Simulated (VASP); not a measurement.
Wanted: the native input for a VASP 6.6.1 run.

- Task: single point
- Functional: PBEsol
- Potentials or basis: VASP PAW PBE potentials, release 64 (Ga_d, O)
- Cutoff: 520 eV
- k mesh: 9 × 9 × 5
- Occupations: fermi-dirac, width 0.05 eV
- Spin: no spin polarisation
- Dipole correction: no
- Further INCAR settings: ALGO = Normal; EDIFF = 1e-06; NBANDS = 55

The structure of Ga2O3 lies in POSCAR:

```
Ga2O3
1.0
    6.1070000000     -1.5185500000      0.0000000000
    6.1070000000      1.5185500000      0.0000000000
   -1.3859888959      0.0000000000      5.6300087380
Ga O
4 6
Direct
    0.3413400000      0.3413400000      0.6859800000
    0.6586600000      0.6586600000      0.3140200000
    0.9095000000      0.9095000000      0.2054000000
    0.0905000000      0.0905000000      0.7946000000
    0.5041000000      0.5041000000      0.7434000000
    0.4959000000      0.4959000000      0.2566000000
    0.8267000000      0.8267000000      0.4368000000
    0.1733000000      0.1733000000      0.5632000000
    0.8355000000      0.8355000000      0.8902000000
    0.1645000000      0.1645000000      0.1098000000
```

These files were run (other wordings do the same):

INCAR

```
PREC = Accurate
ENCUT = 520
EDIFF = 1E-6
ISMEAR = -1
SIGMA = 0.05
LREAL = False
LASPH = True
NELM = 80
ALGO = Normal
ISIF = 2
LWAVE = False
LCHARG = False
GGA = PS
NBANDS = 55
```

KPOINTS

```
Automatic mesh
0
Gamma
  9 9 5
```

Potentials or basis: VASP PAW PBE potentials, release 64 (Ga_d, O).

The run is started by

```sh
$ cat potpaw_PBE.64/Ga_d/POTCAR potpaw_PBE.64/O/POTCAR > POTCAR
$ mpirun -np 1 vasp_std > vasp.out
```

It gave:

| Quantity | Value |
| --- | --- |
| Pressure | 2.8 GPa |
| Largest force | 0.114 eV/Å |
| Band gap on the k mesh | 2.34 eV (least direct gap 2.36 eV) |

Caveat: the PAW data sets were made with another functional, which shifts forces and pressure a little.

It took 36 min on 1 thread of Intel Xeon 8259CL, on a shared host, peak memory 0.65 GiB.
